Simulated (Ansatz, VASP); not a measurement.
## Co: VASP and Ansatz over several settings

```
Co
1.0
     2.45541    0.00000    0.00000
    -1.22770    2.12645    0.00000
     0.00000    0.00000    3.99416
Co
2
Direct
  0.66667 0.33333 0.75000
  0.33333 0.66667 0.25000
```

Single points on this cell with VASP 6.6.1 and Ansatz 0.2.0. Each row is one pair of runs. Alike in all rows: spin: collinear, typed start; k mesh: 12 × 12 × 7; smearing: fermi-dirac, width 0.05 eV; VASP's potentials, cutoff: VASP PAW PBE potentials, release 64 (Co), 520 eV; Ansatz's potentials, cutoff: Ansatz PAW, 420 eV.

```csv
level,"gap on the k mesh at the Fermi level (eV), VASP","gap on the k mesh at the Fermi level (eV), Ansatz","net moment per atom (μB), VASP","net moment per atom (μB), Ansatz"
RPBE+D4,none,none,1.59,1.60
BLYP+D4,none,none,1.53,1.54
PBE exchange alone,none,?,1.63,?
```

Q: Fill in what Ansatz gave in row 3.

A: gap on the k mesh at the Fermi level (eV): none; net moment per atom (μB): 1.64.

VASP's potentials hold 18 valence electrons a cell and Ansatz's 34, so a difference there can come from the potentials and not from the codes.

A gap of «none» marks a metal or a gap that the smearing closes.
